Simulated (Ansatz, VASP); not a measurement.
# One calculation of MgO, two programs

File INCAR:

```
SYSTEM = MgO
ALGO     = Normal         ! electronic algorithm
EDIFF    = 1E-6           ! SCF threshold, eV
ENCUT    = 520            ! plane-wave cutoff, eV
GGA      = PS             ! functional
ISIF     = 2              ! what is computed and relaxed
ISMEAR   = 0              ! smearing method
LASPH    = .TRUE.         ! aspherical terms in the spheres
LCHARG   = .TRUE.         ! write CHGCAR
LELF     = .TRUE.         ! ELF
LREAL    = .FALSE.        ! projectors in reciprocal space
LVHAR    = .TRUE.       
LWAVE    = .FALSE.        ! write WAVECAR
NBANDS   = 26             ! bands
NELM     = 80             ! most SCF steps
PREC     = Accurate       ! precision mode
SIGMA    = 0.05           ! smearing width, eV
```

KPOINTS

```
k-points
0
G
  6 6 6
  0 0 0
```

File POSCAR:

```
MgO
1.0
    4.2703000000      0.0000000000      0.0000000000
    0.0000000000     -4.2703000000      0.0000000000
    0.0000000000      0.0000000000     -4.2703000000
Mg O
4 4
Direct
    0.0264939430      0.4735060570      0.5000000000
    0.5000000000      0.0000000000      0.5000000000
    0.5000000000      0.5000000000      0.0000000000
    0.0000000000      0.0000000000      0.0000000000
    0.5000000000      0.0000000000      0.0000000000
    0.0000000000      0.5000000000      0.0000000000
    0.0000000000      0.0000000000      0.5000000000
    0.5000000000      0.5000000000      0.5000000000
```

Input for Ansatz:

```yaml
crystal:
  lattice:
    - [4.2703, 0.0, 0.0]
    - [0.0, -4.2703, 0.0]
    - [0.0, 0.0, -4.2703]
  atoms:
    - { symbol: Mg, position: [0.026493943, 0.473506057, 0.5] }
    - { symbol: Mg, position: [0.5, 0.0, 0.5] }
    - { symbol: Mg, position: [0.5, 0.5, 0.0] }
    - { symbol: Mg, position: [0.0, 0.0, 0.0] }
    - { symbol: O, position: [0.5, 0.0, 0.0] }
    - { symbol: O, position: [0.0, 0.5, 0.0] }
    - { symbol: O, position: [0.0, 0.0, 0.5] }
    - { symbol: O, position: [0.5, 0.5, 0.5] }
basis:
  ecutwfc: 420
kpoints:
  mp_grid: { grid: [6, 6, 6] }
hamiltonian:
  xc: pbesol
scf:
  occupations: { method: gaussian, width: 0.05 }
output:
  forces: true
  stress: true
  eigenvalues: true
```

Alike in both runs: task single point; functional PBEsol; k mesh 6 × 6 × 6; occupations gaussian, width 0.05 eV; no spin polarisation.

|  | VASP | Ansatz |
| --- | --- | --- |
| version | VASP 6.6.1 | Ansatz 0.2.0 |
| potentials or method | VASP PAW PBE potentials, release 64 (Mg, O), cutoff 520 eV | scalar-relativistic, plane waves, PAW |
| valence electrons in the cell | 32 | 64 |

|  | VASP | Ansatz | Ansatz less VASP |
| --- | --- | --- | --- |
| gap on the k mesh at the Fermi level (eV) | 4.24 | 4.24 | 0.000 |
| least direct gap on the mesh (eV) | 4.24 | 4.24 | 0.000 |
| pressure (GPa) | -5.7 | -5.1 | +0.55 |
| traceless stress, the component that is largest in VASP (GPa) | -0.60 | -0.59 | +0.007 |
| rms of the force components (eV/Å) | 0.321 | 0.318 | -0.0030 |

VASP's potentials were made for PBE, not for PBEsol. Atom by atom the forces differ by 0.003 eV/Å (rms over components). VASP's potentials hold 32 valence electrons a cell and Ansatz's 64, so a difference there can come from the potentials and not from the codes.
